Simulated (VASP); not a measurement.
A run of VASP 6.6.1 is set up as follows.

INCAR

```
  PREC = Accurate
  ENCUT = 520
  EDIFF = 1E-7
  ISMEAR = 0
  SIGMA = 0.01
  LREAL = False
  LASPH = True
  NELM = 80
  ALGO = Normal
  ISIF = 2
  LWAVE = False
  LCHARG = False
  GGA = PS
  NBANDS = 33
```

KPOINTS

```
regular mesh
0
Gamma
  5 5 4
```

The input POSCAR:

```
TiO2
1.0
    2.7060300000     -2.7066600000      0.0000000000
    2.7060300000      2.7066600000      0.0000000000
   -2.6335300000      0.0000000000      4.7966400000
Ti O
2 4
Direct
    0.1341100000      0.8658900000      0.2500000000
    0.8658900000      0.1341100000      0.7500000000
    0.3312200000      0.0887600000      0.6671500000
    0.6687800000      0.9112400000      0.3328500000
    0.9112400000      0.6687800000      0.8328500000
    0.0887600000      0.3312200000      0.1671500000
```

Potentials or basis: VASP PAW PBE potentials, release 64 (Ti_sv, O).

Launch:

```console
$ cat potpaw_PBE.64/Ti_sv/POTCAR potpaw_PBE.64/O/POTCAR > POTCAR
$ mpirun -np 1 vasp_std > vasp.out
```

Task: Predict the largest force.

Result: 0.218 eV/Å.

Task: Estimate the pressure.

Result: -6.9 GPa.

Stress tensor (GPa, compression positive):
```
-7.00  0.00 -0.34
 0.00 -7.03  0.00
-0.34  0.00 -6.74
```

Caveat: the cell stands under tension; the PAW data sets were made with another functional, which shifts forces and pressure a little.
